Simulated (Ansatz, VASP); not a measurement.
## Two plane-wave programs on Zr3Si2

```
Zr Si
1.0
     7.06558    0.00000    0.00000
     0.00000    7.06558    0.00000
     0.00000    0.00000    3.64449
Zr Si
6 4
Direct
  0.17448 0.67448 0.50000
  0.82552 0.32552 0.50000
  0.32552 0.17448 0.50000
  0.67448 0.82552 0.50000
  0.00000 0.00000 0.00000
  0.50000 0.50000 0.00000
  0.62239 0.12239 0.00000
  0.37761 0.87761 0.00000
  0.87761 0.62239 0.00000
  0.12239 0.37761 0.00000
```

Alike in both runs: task single point; functional PBEsol; k mesh 6 × 6 × 12; occupations gaussian, width 0.15 eV; no spin polarisation.

|  | VASP | Ansatz |
| --- | --- | --- |
| version | VASP 6.6.1 | Ansatz 0.2.0 |
| potentials or method | VASP PAW PBE potentials, release 64 (Zr_sv, Si), cutoff 520 eV | scalar-relativistic, plane waves, PAW |
| valence electrons in the cell | 88 | 88 |

Ansatz gave:

* gap on the k mesh at the Fermi level (eV): none
* pressure (GPa): 0.0
* traceless stress, the component that is largest in VASP (GPa): 0.15

Q: Estimate VASP's values.

A: gap on the k mesh at the Fermi level (eV): none; pressure (GPa): 0.2; traceless stress, the component that is largest in VASP (GPa): 0.14.

VASP's potentials were made for PBE, not for PBEsol. A gap of «none» marks a metal or a gap that the smearing closes.
